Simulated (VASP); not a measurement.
Write the native input for VASP 6.6.1 that does the following.

| Item | Value |
| --- | --- |
| Task | single point |
| Functional | PBE |
| Potentials or basis | VASP PAW PBE potentials, release 64 (Yb) |
| Cutoff | 520 eV |
| k mesh | 7 × 7 × 7 |
| Occupations | fermi-dirac, width 0.1 eV |
| Spin | no spin polarisation |
| Dipole correction | no |
| Further INCAR settings | ALGO = Normal; EDIFF = 1e-06; NBANDS = 31 |

The structure of Yb lies in POSCAR:

```
Yb
1.0
    0.0000000000      4.4340021242      4.4340021242
    4.4340021242      0.0000000000      4.4340021242
    4.4340021242      4.4340021242      0.0000000000
Yb
2
Direct
    0.1250000000      0.1250000000      0.1250000000
    0.8750000000      0.8750000000      0.8750000000
```

This isn't the form of Yb at room conditions, which is fcc.

These files were run (other wordings do the same):

INCAR

```
SYSTEM = Yb
ALGO = Normal ; EDIFF = 1E-6
ENCUT = 520 ; GGA = PE
ISIF = 2 ; ISMEAR = -1
LASPH = .TRUE. ; LCHARG = .TRUE.
LELF = .TRUE. ; LREAL = .FALSE.
LVHAR = .TRUE. ; LWAVE = .FALSE.
NBANDS = 31 ; NELM = 80
PREC = Accurate ; SIGMA = 0.1
```

KPOINTS

```
k-points
0
G
  7 7 7
  0 0 0
```

Potentials or basis: VASP PAW PBE potentials, release 64 (Yb).

Launch:

```console
$ cat potpaw_PBE.64/Yb/POTCAR > POTCAR
$ mpirun -np 1 vasp_std > vasp.out
```

It gave:

```json
{
 "Pressure": "-0.3 GPa",
 "Band gap on the k mesh": "zero (bands 24 and 25 overlap by 0.95 eV)"
}
```

Caveat: spin-orbit coupling is left out, which moves the levels of the heavy elements.

Wall time 5.7 min on 1 thread of Intel Xeon 8259CL, with other jobs on the host, peak memory 0.37 GiB.
